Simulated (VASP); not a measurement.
Input of a VASP 6.6.1 run:

INCAR

```
SYSTEM = MgO
ALGO = Normal ; EDIFF = 1E-6
ENCUT = 600 ; GGA = CA
GGA_COMPAT = .False. ; ISIF = 2
ISMEAR = 0 ; LASPH = .True.
LCHARG = .False. ; LREAL = .False.
LWAVE = .False. ; NBANDS = 11
NELM = 120 ; PREC = Accurate
SIGMA = 0.01
```

KPOINTS

```
k-points
0
Gamma
  10 10 10
  0 0 0
```

POSCAR

```
MgO
1.0
    0.0000000000      1.8234333167      1.8234333167
    1.8234333167      0.0000000000      1.8234333167
    1.8234333167      1.8234333167      0.0000000000
Mg O
1 1
Direct
    0.0000000000      0.0000000000      0.0000000000
    0.5000000000      0.5000000000      0.5000000000
```

Potentials or basis: VASP PAW LDA potentials, release 64 (Mg, O).

The run is started by

```sh
$ cat potpaw_LDA.64/Mg/POTCAR potpaw_LDA.64/O/POTCAR > POTCAR
$ mpirun -np 1 vasp_std > vasp.out
```

(1) Estimate the pressure.

(2) What does it give for the band gap on the k mesh?

Answers

(1) 154.0 GPa.

(2) 8.86 eV, indirect (least direct gap 10.18 eV).
